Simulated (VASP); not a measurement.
A run of VASP 6.6.1 is set up as follows.

File INCAR:

```
SYSTEM = GaSb5
  PREC = Accurate
  ENCUT = 520
  EDIFF = 1E-6
  ISMEAR = 0
  SIGMA = 0.1
  LREAL = .False.
  LASPH = .True.
  NELM = 80
  ALGO = Normal
  ISIF = 2
  LWAVE = .False.
  LCHARG = .False.
  GGA = PE
  NBANDS = 28
```

The input KPOINTS:

```
Automatic mesh
0
Gamma
  4 4 4
  0 0 0
```

Contents of POSCAR:

```
GaSb5
1.0
    0.0000000000      4.4271213200      4.4271213200
    4.4271213200      0.0000000000      4.4271213200
    4.4271213200      4.4271213200      0.0000000000
Ga Sb
1 5
Direct
    0.5000000000      0.5000000000      0.5000000000
    0.3719714300      0.8760095200      0.8760095200
    0.8760095200      0.8760095200      0.8760095200
    0.2500000000      0.2500000000      0.2500000000
    0.8760095200      0.8760095200      0.3719714300
    0.8760095200      0.3719714300      0.8760095200
```

Potentials or basis: VASP PAW PBE potentials, release 64 (Ga_d, Sb).

The run is started by

```console
$ cat potpaw_PBE.64/Ga_d/POTCAR potpaw_PBE.64/Sb/POTCAR > POTCAR
$ mpirun -np 1 vasp_std > vasp.out
```

What does it give for the band gap on the k mesh?

Zero (bands 19 and 20 overlap by 1.43 eV).

Estimate the pressure.

-0.6 GPa.

Caveat: spin-orbit coupling is left out, which moves the levels of the heavy elements.
